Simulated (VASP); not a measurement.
# CaMg (P4/mmm) in VASP: further runs

The runs below take CaMg through single point, with LDA.

Program: VASP 6.6.1. These are calculated values, not measurements. Logs are shortened: lines on timing, memory, paths and dates and some standing lists are left out, and cuts for length are marked.

## (1) The cell of the first run

It takes space group P4/mmm (No. 123, tetragonal). The conventional cell has a = 4.041 Å, b = 4.041 Å, c = 3.517 Å, α = 90.00°, β = 90.00°, γ = 90.00°. Ca (site symmetry 4/mmm) has 8 Mg at 3.36 Å and 6 Ca at 3.52 to 4.04 Å within 4.4 Å. Mg (site symmetry 4/mmm) has 8 Ca at 3.36 Å and 6 Mg at 3.52 to 4.04 Å within 4.4 Å.

## (2) Single point, LDA (28.72 Å³/atom)

INCAR

```
PREC     = Accurate       # precision mode
ENCUT    = 520            # plane-wave cutoff, eV
EDIFF    = 1E-6           # SCF threshold, eV
ISMEAR   = 0              # smearing method
SIGMA    = 0.15           # smearing width, eV
LREAL    = False          # projectors in reciprocal space
LASPH    = True           # aspherical terms in the spheres
NELM     = 60             # most SCF steps
ALGO     = Fast           # electronic algorithm
ISIF     = 2              # what is computed and relaxed
LWAVE    = False          # write WAVECAR
LCHARG   = False          # write CHGCAR
NBANDS   = 13             # bands
```

KPOINTS

```
Automatic mesh
0
Gamma
  14 14 14
```

POSCAR

```
CaMg
1.0
    4.0412877578      0.0000000000      0.0000000000
    0.0000000000      4.0412877578      0.0000000000
    0.0000000000      0.0000000000      3.5167286068
Ca Mg
1 1
Direct
    0.0000000000      0.0000000000      0.0000000000
    0.5000000000      0.5000000000      0.5000000000
```

Potentials or basis: VASP PAW LDA potentials, release 64 (Ca_sv, Mg).

Started as:

```
> cat potpaw_LDA.64/Ca_sv/POTCAR potpaw_LDA.64/Mg/POTCAR > POTCAR
> mpirun -np 1 vasp_std > vasp.out
```

OUTCAR:

```text
PREC = Accurate
   ENCUT = 520
   EDIFF = 1E-6
   ISMEAR = 0
   LREAL = False
   LASPH = True
   NELM = 60
   ISIF = 2

 ion  position               nearest neighbor table
   1  0.000  0.000  0.000-   2 3.36   2 3.36   2 3.36   2 3.36   2 3.36   2 3.36   2 3.36   2 3.36

   2  0.500  0.500  0.500-   1 3.36   1 3.36   1 3.36   1 3.36   1 3.36   1 3.36   1 3.36   1 3.36

  LATTYP: Found a simple tetragonal cell.
 ALAT       =     4.0412877578
 C/A-ratio  =     0.8702000000

  Lattice vectors:

 A1 = (   4.0412877578,   0.0000000000,   0.0000000000)
 A2 = (   0.0000000000,   4.0412877578,   0.0000000000)
 A3 = (   0.0000000000,   0.0000000000,   3.5167286068)

Analysis of symmetry for initial positions (statically):
=====================================================================
 Subroutine PRICEL returns:
 Original cell was already a primitive cell.

 Routine SETGRP: Setting up the symmetry group for a
 simple tetragonal supercell.

 Subroutine GETGRP returns: Found 16 space group operations
 (whereof 16 operations were pure point group operations)
 out of a pool of 16 trial point group operations.

The static configuration has the point symmetry D_4h.

Analysis of symmetry for dynamics (positions and initial velocities):
=====================================================================
 Subroutine PRICEL returns:
 Original cell was already a primitive cell.

 Routine SETGRP: Setting up the symmetry group for a
 simple tetragonal supercell.

 Subroutine GETGRP returns: Found 16 space group operations
 (whereof 16 operations were pure point group operations)
 out of a pool of 16 trial point group operations.

The dynamic configuration has the point symmetry D_4h.

 Subroutine INISYM returns: Found 16 space group operations
 (whereof 16 operations are pure point group operations),
 and found     1 'primitive' translations

----------------------------------------------------------------------------------------

                                     Primitive cell

  volume of cell :      57.4352

  direct lattice vectors                    reciprocal lattice vectors
     4.041287758  0.000000000  0.000000000     0.247445879  0.000000000  0.000000000
     0.000000000  4.041287758  0.000000000     0.000000000  0.247445879  0.000000000
     0.000000000  0.000000000  3.516728607     0.000000000  0.000000000  0.284355181

  length of vectors
     4.041287758  4.041287758  3.516728607     0.247445879  0.247445879  0.284355181

  position of ions in fractional coordinates (direct lattice)
     0.000000000  0.000000000  0.000000000
     0.500000000  0.500000000  0.500000000

  ion indices of the primitive-cell ions
   primitive index   ion index
                 1           1
                 2           2

----------------------------------------------------------------------------------------

 KPOINTS: Automatic mesh

Automatic generation of k-mesh.
 Grid dimensions read from file:
 generate k-points for:   14   14   14

 Generating k-lattice:

  Cartesian coordinates                     Fractional coordinates (reciprocal lattice)
     0.017674706  0.000000000  0.000000000     0.071428571  0.000000000  0.000000000
     0.000000000  0.017674706  0.000000000     0.000000000  0.071428571  0.000000000
     0.000000000  0.000000000  0.020311084     0.000000000  0.000000000  0.071428571

  Length of vectors
     0.017674706  0.017674706  0.020311084

  Shift w.r.t. Gamma in fractional coordinates (k-lattice)
     0.000000000  0.000000000  0.000000000

 Subroutine IBZKPT returns following result:
 ===========================================

 Found    288 irreducible k-points:

 Following reciprocal coordinates:
            Coordinates               Weight
  0.000000  0.000000  0.000000      1.000000
  0.071429  0.000000  0.000000      4.000000
  0.142857  0.000000  0.000000      4.000000
  0.214286  0.000000  0.000000      4.000000
  0.285714  0.000000  0.000000      4.000000
  0.357143  0.000000  0.000000      4.000000
[... 16 lines left out ...]
  0.285714  0.214286  0.000000      8.000000
  0.357143  0.214286  0.000000      8.000000
 [... further k-points ...]
   k-points           NKPTS =    288   k-points in BZ     NKDIM =    288   number of bands    NBANDS=     13
   number of dos      NEDOS =    301   number of ions     NIONS =      2
   total plane-waves  NPLWV =  25200
   dimension x,y,z NGX =    30 NGY =   30 NGZ =   28
   dimension x,y,z NGXF=    60 NGYF=   60 NGZF=   56
   ions per type =               1   1
   NGX,Y,Z   is equivalent  to a cutoff of  12.34, 12.34, 13.24 a.u.
   NGXF,Y,Z  is equivalent  to a cutoff of  24.68, 24.68, 26.47 a.u.
 SYSTEM =  unknown system
   PREC   = accura    normal or accurate (medium, high low for compatibility)
   ISTART =      0    job   : 0-new  1-cont  2-samecut
   ICHARG =      2    charge: 1-file 2-atom 10-const
   ISPIN  =      1    spin polarized calculation?
   LNONCOLLINEAR =      F non collinear calculations
   LSORBIT =      F    spin-orbit coupling
   LASPH  =      T    aspherical Exc in radial PAW
   ENCUT  =  520.0 eV  38.22 Ry    6.18 a.u.   7.51  7.51  6.54*2*pi/ulx,y,z
   NELM   =     60;   NELMIN=  2; NELMDL= -5     # of ELM steps
   EDIFF  = 0.1E-05   stopping-criterion for ELM
   LREAL  =      F    real-space projection
   EDIFFG = 0.1E-04   stopping-criterion for IOM
   NSW    =      0    number of steps for IOM
   IBRION =     -1    ionic relax: 0-MD 1-quasi-New 2-CG
   NFREE  =      0    steps in history (QN), initial steepest desc. (CG)
   ISIF   =      2    stress and relaxation
   ISYM   =      2    0-nonsym 1-usesym 2-fastsym
   POTIM  = 0.5000    time-step for ionic-motion
   TEBEG  =    0.0;   TEEND  =   0.0 temperature during run
   PSTRESS=    0.0 pullay stress
   NELECT =      12.0000    total number of electrons
   NUPDOWN=      -1.0000    fix difference up-down
   EMIN   =  10.00;   EMAX   =-10.00  energy-range for DOS
   EFERMI =   0.00;   METHOD = LEGACY
   ISMEAR =     0;   SIGMA  =   0.15  broadening in eV -4-tet -1-fermi 0-gaus
   EFERMI_NEDOS =   21; number of points for ismear=-14 and -15
   IALGO  =     68    algorithm
   IMIX   =      4    mixing-type and parameters
     AMIX     =   0.40;   BMIX     =  1.00
     AMIX_MAG =   1.60;   BMIX_MAG =  1.00
  volume/ion in A,a.u.               =      28.72       193.80
  Fermi-wavevector in a.u.,A,eV,Ry     =   0.971425  1.835726 12.839353  0.943666
  Thomas-Fermi vector in A             =   2.101641
   LORBIT       =      0    0 simple, 1 ext, 2 COOP (PROOUT), +10 PAW based schemes
   GGA     = CA    functional components
   LHFCALC =     F    Hartree Fock is set to
   AEXX    =    0.0000 exact exchange contribution
   IVDW    =     0    specifies the selected vdW correction
   LEPSILON=     F    determine dielectric tensor
   LRPA    =     F    only Hartree local field effects (RPA)
 non-spin polarized calculation
 RMM-DIIS sequential band-by-band and
 Gauss-broadening in eV      SIGMA  =   0.15
  energy-cutoff  :      520.00
  volume of cell :       57.44
 maximum number of plane-waves:      1580
   NGX = 15   NGY = 15   NGZ = 13

 number of electron      12.0000000 magnetization

 Free energy of the ion-electron system (eV)
  ---------------------------------------------------
  ext. energy  EPLUGINS =         0.00000000
  ---------------------------------------------------
  free energy    TOTEN  =        -4.25411162 eV

  energy without entropy =       -4.23588573  energy(sigma->0) =       -4.24499867

 E-fermi :   2.3610     XC(G=0):  -8.6604

 val. band max:        2.3574013944   @ k =   0.3571   0.2857   0.0714
 cond. band min:       2.3655829190   @ k =   0.3571   0.2857   0.4286
 fundamental gap:      0.0081815247
 Fermi energy:         2.3610100100

 k-point     1 :       0.0000    0.0000    0.0000
  band No.  band energies     occupation
      1     -38.5015      2.00000
      2     -19.7845      2.00000
      3     -19.7845      2.00000
      4     -19.7432      2.00000
      5      -2.9709      2.00000
      6       3.1277      0.00000
      7       3.3003      0.00000
      8       5.8378      0.00000
      9       5.8378      0.00000
     10       5.9036      0.00000
     11       6.5380      0.00000
     12       6.5380      0.00000
     13       8.6530      0.00000

 k-point     2 :       0.0714    0.0000    0.0000
  band No.  band energies     occupation
      1     -38.5013      2.00000
      2     -19.7878      2.00000
      3     -19.7842      2.00000
      4     -19.7430      2.00000
      5      -2.9190      2.00000
      6       3.0411      0.00000
      7       3.2963      0.00000
      8       5.4600      0.00000
      9       5.7798      0.00000
     10       6.3187      0.00000
     11       6.4633      0.00000
     12       6.5438      0.00000
     13       8.7698      0.00000

 k-point     3 :       0.1429    0.0000    0.0000
  band No.  band energies     occupation
      1     -38.5008      2.00000
      2     -19.7968      2.00000
      3     -19.7834      2.00000
      4     -19.7424      2.00000
      5      -2.7643      2.00000
      6       2.7062      0.00114
      7       3.3539      0.00000
      8       5.0963      0.00000
      9       5.7174      0.00000
     10       6.2826      0.00000
     11       6.5602      0.00000
     12       6.7946      0.00000
     13       9.0777      0.00000
[... 305 lines left out ...]
 k-point    23 :       0.2857    0.2143    0.0000
  band No.  band energies     occupation
      1     -38.4980      2.00000
      2     -19.8213      2.00000
      3     -19.8055      2.00000
      4     -19.7389      2.00000
      5      -1.7470      2.00000
      6       1.7998      2.00000
      7       2.6428      0.00789
      8       4.1488      0.00000
      9       5.9441      0.00000
     10       6.2578      0.00000
     11       6.5563      0.00000
     12       7.0335      0.00000
     13       9.2621      0.00000

 k-point    24 :       0.3571    0.2143    0.0000
  band No.  band energies     occupation
      1     -38.4974      2.00000
      2     -19.8340      2.00000
      3     -19.8042      2.00000
      4     -19.7380      2.00000
      5      -1.3462      2.00000
      6       1.1372      2.00000
      7       2.8689      0.00000
      8       3.9918      0.00000
      9       5.8151      0.00000
     10       6.2835      0.00000
     11       6.6014      0.00000
     12       7.2867      0.00000
     13       8.8406      0.00000

 [... further k-points ...]
[... 5 lines left out ...]
  --------------------------------------------------------------------------------------
  -------------------------------------------------------------------------------------
  Total       -0.3570481     -0.3570481      0.5894797      0.0000000     -0.0000000     -0.0000000
  in kB       -9.9599893     -9.9599893     16.4437557      0.0000000     -0.0000000     -0.0000000
  external PRESSURE =      -1.1587410 kB  Pullay stress =       0.0000000 kB

 VOLUME and BASIS-vectors are now :
 -----------------------------------------------------------------------------
  energy-cutoff  :      520.00
  volume of cell :       57.44
      direct lattice vectors                 reciprocal lattice vectors
     4.041287758  0.000000000  0.000000000     0.247445879  0.000000000  0.000000000
     0.000000000  4.041287758  0.000000000     0.000000000  0.247445879  0.000000000
     0.000000000  0.000000000  3.516728607     0.000000000  0.000000000  0.284355181

 POSITION                                       TOTAL-FORCE (eV/Angst)
 -----------------------------------------------------------------------------------
      0.00000      0.00000      0.00000         0.000000      0.000000      0.000000
      2.02064      2.02064      1.75836         0.000000      0.000000      0.000000
 -----------------------------------------------------------------------------------
    total drift:                                0.000000     -0.000000     -0.000000

  FREE ENERGIE OF THE ION-ELECTRON SYSTEM (eV)
  ---------------------------------------------------
  free  energy   TOTEN  =        -4.2541116212 eV

  energy  without entropy=       -4.2358857264  energy(sigma->0) =       -4.24499867
```

It took 95 s on 1 thread of Intel Xeon 6975P-C (Granite Rapids), shared host; peak memory 0.34 GiB.

What came out:

| Item | Value |
| --- | --- |
| Free energy | -4.2541 eV |
| Pressure | -0.1 GPa |
| Band gap on the k mesh | zero (bands 6 and 7 overlap by 1.49 eV) |

## (3) Single point, LDA (28.72 Å³/atom)

INCAR

```
PREC     = Accurate       # precision mode
ENCUT    = 520            # plane-wave cutoff, eV
EDIFF    = 1E-6           # SCF threshold, eV
ISMEAR   = 0              # smearing method
SIGMA    = 0.15           # smearing width, eV
LREAL    = F              # projectors in reciprocal space
LASPH    = T              # aspherical terms in the spheres
NELM     = 80             # most SCF steps
ALGO     = Fast           # electronic algorithm
ISIF     = 2              # what is computed and relaxed
LWAVE    = F              # write WAVECAR
LCHARG   = F              # write CHGCAR
GGA      = CA             # functional
NBANDS   = 13             # bands
```

KPOINTS

```
regular mesh
0
Gamma
  14 14 14
```

POSCAR

```
CaMg
1.0
    3.5166143365      0.0000000000      0.0000000000
    0.0000000000      3.5166143365      0.0000000000
    0.0000000000      0.0000000000      4.6443925542
Ca Mg
1 1
Direct
    0.0000000000      0.0000000000      0.0000000000
    0.5000000000      0.5000000000      0.5000000000
```

Potentials or basis: VASP PAW LDA potentials, release 64 (Ca_sv, Mg).

Started as:

```
> cat potpaw_LDA.64/Ca_sv/POTCAR potpaw_LDA.64/Mg/POTCAR > POTCAR
> mpirun -np 1 vasp_std > vasp.out
```

Wall time 84 s (1 thread of Intel Xeon 6975P-C (Granite Rapids), shared host); peak memory 0.34 GiB.

It converged, with:

```yaml
Free_energy: -4.2266 eV
Pressure: -0.1 GPa
Band_gap_on_the_k_mesh: zero (bands 6 and 7 overlap by 1.21 eV)
```

Stress tensor (GPa, compression positive):
```
 0.48  0.00  0.00
 0.00  0.48  0.00
 0.00  0.00 -1.17
```

Levels at points of the mesh, in eV from the Fermi level:
| k point | band 4 | band 5 | band 6 | band 7 | band 8 | band 9 |
| --- | --- | --- | --- | --- | --- | --- |
| (0.00, 0.00, 0.00) | -22.11 | -5.36 | 0.20 | 1.14 | 1.39 | 3.82 |
| (0.50, 0.00, 0.00) | -22.09 | -2.42 | -2.20 | 0.74 | 1.64 | 3.11 |
| (0.50, 0.50, 0.00) | -22.16 | -1.25 | 0.54 | 0.54 | 0.98 | 1.90 |
| (0.00, 0.00, 0.50) | -22.11 | -3.88 | -3.07 | 1.38 | 3.02 | 3.21 |
| (0.50, 0.00, 0.50) | -22.09 | -2.17 | -0.70 | -0.20 | 0.06 | 3.24 |
| (0.50, 0.50, 0.50) | -22.18 | -0.47 | -0.16 | -0.16 | 1.91 | 2.97 |
